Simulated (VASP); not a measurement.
# K (Im-3m) in VASP: notebook

K is run at these levels: PBEsol; tasks: single point.

Everything below comes from runs of VASP 6.6.1. Logs are shortened: lines on timing, memory, paths and dates and some standing lists are left out, and cuts for length are marked.

### 1 The cell of the first run

Symmetry: Im-3m, No. 229, cubic system. Conventional cell: a = 5.007 Å, b = 5.007 Å, c = 5.007 Å, α = 90.00°, β = 90.00°, γ = 90.00°. Within 5.7 Å of K (site symmetry m-3m) lie 14 K at 4.34 to 5.01 Å.

### 2 Single point, PBEsol (volume scaled by 0.88)

INCAR reads:

```
PREC     = Accurate       # precision mode
ENCUT    = 520            # plane-wave cutoff, eV
EDIFF    = 1E-6           # SCF threshold, eV
ISMEAR   = 0              # smearing method
SIGMA    = 0.1            # smearing width, eV
LREAL    = F              # projectors in reciprocal space
LASPH    = T              # aspherical terms in the spheres
NELM     = 80             # most SCF steps
ALGO     = Fast           # electronic algorithm
ISIF     = 2              # what is computed and relaxed
LWAVE    = F              # write WAVECAR
LCHARG   = F              # write CHGCAR
GGA      = PS             # functional
NBANDS   = 10             # bands
```

KPOINTS reads:

```
Automatic mesh
0
Gamma
  12 12 12
```

POSCAR reads:

```
K
1.0
   -2.5035168753      2.5035168753      2.5035168753
    2.5035168753     -2.5035168753      2.5035168753
    2.5035168753      2.5035168753     -2.5035168753
K
1
Direct
    0.0000000000      0.0000000000      0.0000000000
```

Potentials or basis: VASP PAW PBE potentials, release 64 (K_sv).

Run with:

```console
cat potpaw_PBE.64/K_sv/POTCAR > POTCAR
mpirun -np 1 vasp_std > vasp.out
```

OUTCAR:

```text
PREC = Accurate
   ENCUT = 520
   EDIFF = 1E-6
   ISMEAR = 0
   LREAL = F
   LASPH = T
   NELM = 80
   ISIF = 2
   GGA = PS

 ion  position               nearest neighbor table
   1  0.000  0.000  0.000-

  LATTYP: Found a body centered cubic cell.
 ALAT       =     5.0070337506

  Lattice vectors:

 A1 = (  -2.5035168753,   2.5035168753,   2.5035168753)
 A2 = (   2.5035168753,  -2.5035168753,   2.5035168753)
 A3 = (   2.5035168753,   2.5035168753,  -2.5035168753)

Analysis of symmetry for initial positions (statically):
=====================================================================
 Subroutine PRICEL returns:
 Original cell was already a primitive cell.

 Routine SETGRP: Setting up the symmetry group for a
 body centered cubic supercell.

 Subroutine GETGRP returns: Found 48 space group operations
 (whereof 48 operations were pure point group operations)
 out of a pool of 48 trial point group operations.

The static configuration has the point symmetry O_h .

Analysis of symmetry for dynamics (positions and initial velocities):
=====================================================================
 Subroutine PRICEL returns:
 Original cell was already a primitive cell.

 Routine SETGRP: Setting up the symmetry group for a
 body centered cubic supercell.

 Subroutine GETGRP returns: Found 48 space group operations
 (whereof 48 operations were pure point group operations)
 out of a pool of 48 trial point group operations.

The dynamic configuration has the point symmetry O_h .

 Subroutine INISYM returns: Found 48 space group operations
 (whereof 48 operations are pure point group operations),
 and found     1 'primitive' translations

----------------------------------------------------------------------------------------

                                     Primitive cell

  volume of cell :      62.7641

  direct lattice vectors                    reciprocal lattice vectors
    -2.503516875  2.503516875  2.503516875     0.000000000  0.199719045  0.199719045
     2.503516875 -2.503516875  2.503516875     0.199719045  0.000000000  0.199719045
     2.503516875  2.503516875 -2.503516875     0.199719045  0.199719045  0.000000000

  length of vectors
     4.336218426  4.336218426  4.336218426     0.282445382  0.282445382  0.282445382

  position of ions in fractional coordinates (direct lattice)
     0.000000000  0.000000000  0.000000000

  ion indices of the primitive-cell ions
   primitive index   ion index
                 1           1

----------------------------------------------------------------------------------------

 KPOINTS: Automatic mesh

Automatic generation of k-mesh.
 Grid dimensions read from file:
 generate k-points for:   12   12   12

 Generating k-lattice:

  Cartesian coordinates                     Fractional coordinates (reciprocal lattice)
     0.000000000  0.016643254  0.016643254     0.083333333  0.000000000  0.000000000
     0.016643254  0.000000000  0.016643254     0.000000000  0.083333333  0.000000000
     0.016643254  0.016643254  0.000000000     0.000000000  0.000000000  0.083333333

  Length of vectors
     0.023537115  0.023537115  0.023537115

  Shift w.r.t. Gamma in fractional coordinates (k-lattice)
     0.000000000  0.000000000  0.000000000

 Subroutine IBZKPT returns following result:
 ===========================================

 Found     72 irreducible k-points:

 Following reciprocal coordinates:
            Coordinates               Weight
  0.000000  0.000000  0.000000      1.000000
  0.083333  0.000000  0.000000     12.000000
  0.166667  0.000000  0.000000     12.000000
  0.250000  0.000000  0.000000     12.000000
  0.333333  0.000000  0.000000     12.000000
  0.416667  0.000000  0.000000     12.000000
[... 16 lines left out ...]
  0.333333  0.083333  0.083333     24.000000
  0.416667  0.083333  0.083333     12.000000
 [... further k-points ...]
   k-points           NKPTS =     72   k-points in BZ     NKDIM =     72   number of bands    NBANDS=     10
   number of dos      NEDOS =    301   number of ions     NIONS =      1
   total plane-waves  NPLWV =  32768
   dimension x,y,z NGX =    32 NGY =   32 NGZ =   32
   dimension x,y,z NGXF=    64 NGYF=   64 NGZF=   64
   ions per type =               1
   NGX,Y,Z   is equivalent  to a cutoff of  12.27, 12.27, 12.27 a.u.
   NGXF,Y,Z  is equivalent  to a cutoff of  24.54, 24.54, 24.54 a.u.
 SYSTEM =  unknown system
   PREC   = accura    normal or accurate (medium, high low for compatibility)
   ISTART =      0    job   : 0-new  1-cont  2-samecut
   ICHARG =      2    charge: 1-file 2-atom 10-const
   ISPIN  =      1    spin polarized calculation?
   LNONCOLLINEAR =      F non collinear calculations
   LSORBIT =      F    spin-orbit coupling
   LASPH  =      T    aspherical Exc in radial PAW
   ENCUT  =  520.0 eV  38.22 Ry    6.18 a.u.   8.06  8.06  8.06*2*pi/ulx,y,z
   NELM   =     80;   NELMIN=  2; NELMDL= -5     # of ELM steps
   EDIFF  = 0.1E-05   stopping-criterion for ELM
   LREAL  =      F    real-space projection
   EDIFFG = 0.1E-04   stopping-criterion for IOM
   NSW    =      0    number of steps for IOM
   IBRION =     -1    ionic relax: 0-MD 1-quasi-New 2-CG
   NFREE  =      0    steps in history (QN), initial steepest desc. (CG)
   ISIF   =      2    stress and relaxation
   ISYM   =      2    0-nonsym 1-usesym 2-fastsym
   POTIM  = 0.5000    time-step for ionic-motion
   TEBEG  =    0.0;   TEEND  =   0.0 temperature during run
   PSTRESS=    0.0 pullay stress
   NELECT =       9.0000    total number of electrons
   NUPDOWN=      -1.0000    fix difference up-down
   EMIN   =  10.00;   EMAX   =-10.00  energy-range for DOS
   EFERMI =   0.00;   METHOD = LEGACY
   ISMEAR =     0;   SIGMA  =   0.10  broadening in eV -4-tet -1-fermi 0-gaus
   EFERMI_NEDOS =   21; number of points for ismear=-14 and -15
   IALGO  =     68    algorithm
   IMIX   =      4    mixing-type and parameters
     AMIX     =   0.40;   BMIX     =  1.00
     AMIX_MAG =   1.60;   BMIX_MAG =  1.00
  volume/ion in A,a.u.               =      62.76       423.55
  Fermi-wavevector in a.u.,A,eV,Ry     =   0.856877  1.619263  9.989917  0.734238
  Thomas-Fermi vector in A             =   1.973845
   LORBIT       =      0    0 simple, 1 ext, 2 COOP (PROOUT), +10 PAW based schemes
   GGA     = PS    functional components
   LHFCALC =     F    Hartree Fock is set to
   AEXX    =    0.0000 exact exchange contribution
   IVDW    =     0    specifies the selected vdW correction
   LEPSILON=     F    determine dielectric tensor
   LRPA    =     F    only Hartree local field effects (RPA)
 non-spin polarized calculation
 RMM-DIIS sequential band-by-band and
 Gauss-broadening in eV      SIGMA  =   0.10
  energy-cutoff  :      520.00
  volume of cell :       62.76
 maximum number of plane-waves:      1721
   NGX = 17   NGY = 17   NGZ = 17

 number of electron       9.0000000 magnetization

 Free energy of the ion-electron system (eV)
  ---------------------------------------------------
  ext. energy  EPLUGINS =         0.00000000
  ---------------------------------------------------
  free energy    TOTEN  =        -1.12093474 eV

  energy without entropy =       -1.11624326  energy(sigma->0) =       -1.11858900

 E-fermi :   0.1872     XC(G=0):  -6.1078

 val. band max:        0.1688731218   @ k =   0.2500   0.2500   0.0000
 cond. band min:       0.2361612430   @ k =   0.3333   0.1667   0.0000
 fundamental gap:      0.0672881212
 Fermi energy:         0.1871859240

 k-point     1 :       0.0000    0.0000    0.0000
  band No.  band energies     occupation
      1     -31.7057      2.00000
      2     -15.1998      2.00000
      3     -15.1998      2.00000
      4     -15.1998      2.00000
      5      -2.1923      2.00000
      6       4.6406      0.00000
      7       4.6406      0.00000
      8       4.6406      0.00000
      9       5.6691      0.00000
     10       5.6691      0.00000

 k-point     2 :       0.0833    0.0000    0.0000
  band No.  band energies     occupation
      1     -31.7051      2.00000
      2     -15.2080      2.00000
      3     -15.2024      2.00000
      4     -15.1998      2.00000
      5      -2.0936      2.00000
      6       4.5087      0.00000
      7       4.5170      0.00000
      8       4.7246      0.00000
      9       5.4962      0.00000
     10       5.6466      0.00000

 k-point     3 :       0.1667    0.0000    0.0000
  band No.  band energies     occupation
      1     -31.7034      2.00000
      2     -15.2302      2.00000
      3     -15.2096      2.00000
      4     -15.1998      2.00000
      5      -1.8031      2.00000
      6       3.9906      0.00000
      7       4.2270      0.00000
      8       4.9740      0.00000
      9       5.3970      0.00000
     10       5.6149      0.00000

 k-point     4 :       0.2500    0.0000    0.0000
  band No.  band energies     occupation
      1     -31.7012      2.00000
      2     -15.2603      2.00000
      3     -15.2193      2.00000
      4     -15.1999      2.00000
      5      -1.3379      2.00000
      6       3.2384      0.00000
      7       3.9044      0.00000
      8       5.3811      0.00000
      9       5.4817      0.00000
     10       5.6395      0.00000

 k-point     5 :       0.3333    0.0000    0.0000
  band No.  band energies     occupation
      1     -31.6990      2.00000
      2     -15.2899      2.00000
      3     -15.2291      2.00000
      4     -15.1999      2.00000
      5      -0.7260      2.00000
      6       2.4413      0.00000
      7       3.6351      0.00000
      8       5.5435      0.00000
      9       5.7671      0.00000
     10       5.9333      0.00000

 k-point     6 :       0.4167    0.0000    0.0000
  band No.  band energies     occupation
      1     -31.6974      2.00000
      2     -15.3114      2.00000
      3     -15.2362      2.00000
      4     -15.2000      2.00000
      5      -0.0090      1.99447
      6       1.6397      0.00000
      7       3.4613      0.00000
      8       5.4755      0.00000
      9       6.0120      0.00000
     10       6.6763      0.00000
[... 183 lines left out ...]
 k-point    21 :       0.1667    0.0833    0.0833
  band No.  band energies     occupation
      1     -31.7006      2.00000
      2     -15.2693      2.00000
      3     -15.2163      2.00000
      4     -15.2063      2.00000
      5      -1.1559      2.00000
      6       3.1881      0.00000
      7       3.4854      0.00000
      8       5.4504      0.00000
      9       5.6419      0.00000
     10       5.7935      0.00000

 k-point    22 :       0.2500    0.0833    0.0833
  band No.  band energies     occupation
      1     -31.6986      2.00000
      2     -15.2909      2.00000
      3     -15.2292      2.00000
      4     -15.2070      2.00000
      5      -0.5519      2.00000
      6       2.4774      0.00000
      7       3.2300      0.00000
      8       5.5806      0.00000
      9       5.8805      0.00000
     10       5.9641      0.00000

 k-point    23 :       0.3333    0.0833    0.0833
  band No.  band energies     occupation
      1     -31.6972      2.00000
      2     -15.3056      2.00000
      3     -15.2396      2.00000
      4     -15.2074      2.00000
      5       0.1582      1.31824
      6       1.7308      0.00000
      7       3.0730      0.00000
      8       5.4079      0.00000
      9       6.1528      0.00000
     10       6.2298      0.00000

 k-point    24 :       0.4167    0.0833    0.0833
  band No.  band energies     occupation
      1     -31.6966      2.00000
      2     -15.3108      2.00000
      3     -15.2436      2.00000
      4     -15.2076      2.00000
      5       0.8214      0.00000
      6       1.0616      0.00000
      7       3.0202      0.00000
      8       5.2952      0.00000
      9       6.2711      0.00000
     10       6.4061      0.00000

 [... further k-points ...]

------------------------ aborting loop because EDIFF is reached ----------------------------------------

  FORCE on cell =-STRESS in cart. coord.  units (eV):
  Direction    XX          YY          ZZ          XY          YZ          ZX
  --------------------------------------------------------------------------------------
  -------------------------------------------------------------------------------------
  Total        0.2209776      0.2209776      0.2209776      0.0000000     -0.0000000     -0.0000000
  in kB        5.6408852      5.6408852      5.6408852      0.0000000     -0.0000000     -0.0000000
  external PRESSURE =       5.6408852 kB  Pullay stress =       0.0000000 kB

 VOLUME and BASIS-vectors are now :
 -----------------------------------------------------------------------------
  energy-cutoff  :      520.00
  volume of cell :       62.76
      direct lattice vectors                 reciprocal lattice vectors
    -2.503516875  2.503516875  2.503516875     0.000000000  0.199719045  0.199719045
     2.503516875 -2.503516875  2.503516875     0.199719045  0.000000000  0.199719045
     2.503516875  2.503516875 -2.503516875     0.199719045  0.199719045  0.000000000

 POSITION                                       TOTAL-FORCE (eV/Angst)
 -----------------------------------------------------------------------------------
      0.00000      0.00000      0.00000         0.000000     -0.000000     -0.000000
 -----------------------------------------------------------------------------------
    total drift:                                0.000000      0.000000     -0.000000

  FREE ENERGIE OF THE ION-ELECTRON SYSTEM (eV)
  ---------------------------------------------------
  free  energy   TOTEN  =        -1.1209347442 eV

  energy  without entropy=       -1.1162432622  energy(sigma->0) =       -1.11858900
```

Wall time 16 s (1 thread of Intel Xeon Platinum 8559C (Emerald Rapids), shared host); peak memory 0.19 GiB.

Results:

| Item | Value |
| --- | --- |
| Free energy | -1.1209 eV |
| Pressure | 0.6 GPa |

Caveat: the PAW data sets were made with another functional, which shifts forces and pressure a little.

### 3 Single point, PBEsol (volume scaled by 0.91)

INCAR reads:

```
ALGO = Normal ; EDIFF = 1E-6
ENCUT = 520 ; GGA = PS
ISIF = 2 ; ISMEAR = 0
LASPH = True ; LCHARG = False
LREAL = False ; LWAVE = False
NBANDS = 10 ; NELM = 100
PREC = Accurate ; SIGMA = 0.1
```

KPOINTS reads:

```
k-points
0
Gamma
  12 12 12
```

POSCAR reads:

```
K
1.0
   -2.5316486330      2.5316486330      2.5316486330
    2.5316486330     -2.5316486330      2.5316486330
    2.5316486330      2.5316486330     -2.5316486330
K
1
Direct
    0.0000000000      0.0000000000      0.0000000000
```

Potentials or basis: VASP PAW PBE potentials, release 64 (K_sv).

Run with:

```console
cat potpaw_PBE.64/K_sv/POTCAR > POTCAR
mpirun -np 1 vasp_std > vasp.out
```

Run time: 24 s. Hardware: 1 thread of Intel Xeon Platinum 8559C (Emerald Rapids), shared host; peak memory 0.22 GiB.

The run converged. Its results:

| Property | Result |
| --- | --- |
| Free energy | -1.1274 eV |
| Pressure | 0.4 GPa |

Levels at points of the mesh, in eV from the Fermi level:
```csv
k point,band 1,band 2,band 3,band 4,band 5,band 6,band 7,band 8,band 9
"(0.00, 0.00, 0.00)",-31.91,-15.41,-15.41,-15.41,-2.33,4.43,4.43,4.43,5.43
"(0.50, 0.00, 0.00)",-31.90,-15.51,-15.44,-15.41,0.44,0.77,3.21,5.16,6.00
"(0.50, 0.50, 0.50)",-31.89,-15.48,-15.48,-15.48,1.61,1.61,3.83,3.83,3.83
```

Caveat: the PAW data sets were made with another functional, which shifts forces and pressure a little.

### 4 Single point, PBEsol (volume scaled by 0.94)

INCAR reads:

```
ALGO     = Fast           # electronic algorithm
EDIFF    = 1E-6           # SCF threshold, eV
ENCUT    = 520            # plane-wave cutoff, eV
GGA      = PS             # functional
ISIF     = 2              # what is computed and relaxed
ISMEAR   = 0              # smearing method
LASPH    = T              # aspherical terms in the spheres
LCHARG   = T              # write CHGCAR
LELF     = T              # ELF
LREAL    = F              # projectors in reciprocal space
LVHAR    = T            
LWAVE    = F              # write WAVECAR
NBANDS   = 10             # bands
NELM     = 60             # most SCF steps
PREC     = Accurate       # precision mode
SIGMA    = 0.1            # smearing width, eV
```

KPOINTS is that of step 3.

POSCAR reads:

```
K
1.0
   -2.5591687090      2.5591687090      2.5591687090
    2.5591687090     -2.5591687090      2.5591687090
    2.5591687090      2.5591687090     -2.5591687090
K
1
Direct
    0.0000000000      0.0000000000      0.0000000000
```

Run with:

```console
cat potpaw_PBE.64/K_sv/POTCAR > POTCAR
mpirun -np 1 vasp_std > vasp.out
```

Wall time 27 s (1 thread of Intel Xeon Platinum 8559C (Emerald Rapids), shared host); peak memory 0.22 GiB.

Results (log left out):

| Quantity | Value |
| --- | --- |
| Free energy | -1.1316 eV |
| Pressure | 0.2 GPa |

Levels at points of the mesh, in eV from the Fermi level:
| k point | band 1 | band 2 | band 3 | band 4 | band 5 | band 6 | band 7 | band 8 | band 9 |
| --- | --- | --- | --- | --- | --- | --- | --- | --- | --- |
| (0.00, 0.00, 0.00) | -31.92 | -15.43 | -15.43 | -15.43 | -2.28 | 4.40 | 4.40 | 4.40 | 5.38 |
| (0.50, 0.00, 0.00) | -31.92 | -15.52 | -15.46 | -15.43 | 0.45 | 0.75 | 3.20 | 5.09 | 5.94 |
| (0.50, 0.50, 0.50) | -31.91 | -15.49 | -15.49 | -15.49 | 1.64 | 1.64 | 3.74 | 3.74 | 3.74 |

Caveat: the PAW data sets were made with another functional, which shifts forces and pressure a little.

(Part 1 of 2 ends here.)
